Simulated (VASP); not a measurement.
Set up this calculation in VASP 6.6.1, as the native input.

- Task: molecular dynamics
- Functional: PBE
- Potentials or basis: VASP PAW PBE potentials, release 64 (Ta_pv, N)
- Cutoff: 520 eV
- k mesh: 3 × 3 × 5
- Occupations: gaussian, width 0.1 eV
- Spin: no spin polarisation
- Dipole correction: no
- Further INCAR settings: ALGO = Normal; EDIFF = 1e-05; ISYM = 0; IBRION = 0; POTIM = 2.0; NSW = 20

The structure of TaN lies in POSCAR:

```
TaN
1.0
    5.2386090400      0.0000006000      0.0000000000
   -2.6193040000      4.5367688000      0.0000000000
    0.0000000000      0.0000000000      2.9348710000
Ta N
3 3
Direct
    0.3333000000      0.6667000000      0.5000000000
    0.6667000000      0.3333000000      0.5000000000
    0.0000000000      0.0000000000      0.0000000000
    0.3928000000      0.0000000000      0.0000000000
    0.6072000000      0.6072000000      0.0000000000
    0.0000000000      0.3928000000      0.0000000000
```

One way to write it, as run:

INCAR

```
PREC = Accurate
ENCUT = 520
EDIFF = 1E-5
ISMEAR = 0
SIGMA = 0.1
LREAL = False
LASPH = True
NELM = 80
ALGO = Normal
ISIF = 2
LWAVE = False
LCHARG = False
GGA = PE
IBRION = 0
NSW = 20
POTIM = 2.0
TEBEG = 300.0
TEEND = 300.0
ISYM = 0
NELMIN = 4
RANDOM_SEED = 42038 0 0
MDALGO = 1
ANDERSEN_PROB = 0.0
```

KPOINTS

```
regular mesh
0
Gamma
  3 3 5
```

Potentials or basis: VASP PAW PBE potentials, release 64 (Ta_pv, N).

Launch:

```sh
$ cat potpaw_PBE.64/Ta_pv/POTCAR potpaw_PBE.64/N/POTCAR > POTCAR
$ mpirun -np 1 vasp_std > vasp.out
```

Run time: 3 min on 1 thread of Intel(R) Xeon(R) Platinum 8488C (Sapphire Rapids), on a shared host, peak memory 0.25 GiB.
